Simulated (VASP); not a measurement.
**MgI2: single point with PBE**

MgI2:

```
Mg I
1.0
     2.08512    1.20385    6.91371
    -2.08512    1.20385    6.91371
     0.00000   -2.40769    6.91371
Mg I
1 2
Direct
  0.00000 0.00000 0.00000
  0.25307 0.25307 0.25307
  0.74693 0.74693 0.74693
```

This cell differs from its parent crystal: strain +0.3%.

```yaml
Program: VASP 6.6.1
Task: single point
Functional: PBE
Potentials_or_basis: VASP PAW PBE potentials, release 64 (Mg, I)
Cutoff: 520 eV
k_mesh: 8 × 8 × 8
Occupations: fermi-dirac, width 0.02 eV
Spin: no spin polarisation
Dipole_correction: no
Further_INCAR_settings: ALGO = Normal; EDIFF = 1e-06; NBANDS = 15
```

| Item | Value |
| --- | --- |
| Pressure | 0.9 GPa |
| Band gap on the k mesh | 3.26 eV (least direct gap 3.66 eV) |

Stress tensor (GPa, compression positive):
```
0.77 0.00 0.00
0.00 0.77 0.00
0.00 0.00 1.11
```

Levels at points of the mesh, in eV from the valence-band top:
| k point | band 5 | band 6 | band 7 | band 8 | band 9 | band 10 | band 11 | band 12 |
| --- | --- | --- | --- | --- | --- | --- | --- | --- |
| (0.00, 0.00, 0.00) | -0.45 | -0.07 | -0.07 | 0.00 | 3.67 | 4.73 | 6.51 | 6.51 |
| (0.50, 0.00, 0.00) | -1.58 | -1.21 | -1.19 | -0.67 | 3.80 | 5.44 | 6.37 | 7.08 |
| (0.50, 0.50, 0.00) | -1.36 | -1.29 | -0.45 | -0.41 | 3.26 | 5.03 | 5.15 | 6.96 |
| (0.50, 0.50, 0.50) | -0.36 | -0.36 | -0.18 | -0.18 | 4.59 | 4.88 | 6.67 | 6.67 |

Run time: 2.3 min on 1 thread of Intel(R) Xeon(R) Platinum 8488C (Sapphire Rapids), with other jobs on the host, peak memory 0.43 GiB.

Caveat: the cell differs from its parent crystal (strain +0.3%); spin-orbit coupling is left out, which moves the levels of the heavy elements. A k mesh can miss the band edges.
